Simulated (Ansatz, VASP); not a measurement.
**Mo: VASP beside Ansatz**

```xyz
1
Lattice="-1.5558 1.5558 1.5558 1.5558 -1.5558 1.5558 1.5558 1.5558 -1.5558" Properties=species:S:1:pos:R:3 pbc="T T T"
Mo    0.0000    0.0000    0.0000
```

Alike in both runs: functional LDA; k mesh 16 × 16 × 16; occupations fermi-dirac, width 0.15 eV; no spin polarisation.

Ansatz relaxed the structure, and its values are those at the end. VASP's run is a single point on that final structure, the one shown.

|  | VASP | Ansatz |
| --- | --- | --- |
| version | VASP 6.6.1 | Ansatz 0.2.0 |
| potentials or method | VASP PAW LDA potentials, release 64 (Mo_sv), cutoff 520 eV | scalar-relativistic, plane waves, PAW |
| valence electrons in the cell | 14 | 14 |

VASP gave:

```
gap on the k mesh at the Fermi level (eV) : none
pressure (GPa)                            : 1.2
```

Question: Estimate Ansatz's values.

Answer: gap on the k mesh at the Fermi level (eV): none; pressure (GPa): 0.0.

Ansatz warns that its potentials were made for another functional, while VASP's fit it. LDA's correlation is that of Perdew and Zunger in VASP and of Perdew and Wang (1992) in Ansatz. A gap of «none» marks a metal or a gap that the smearing closes.
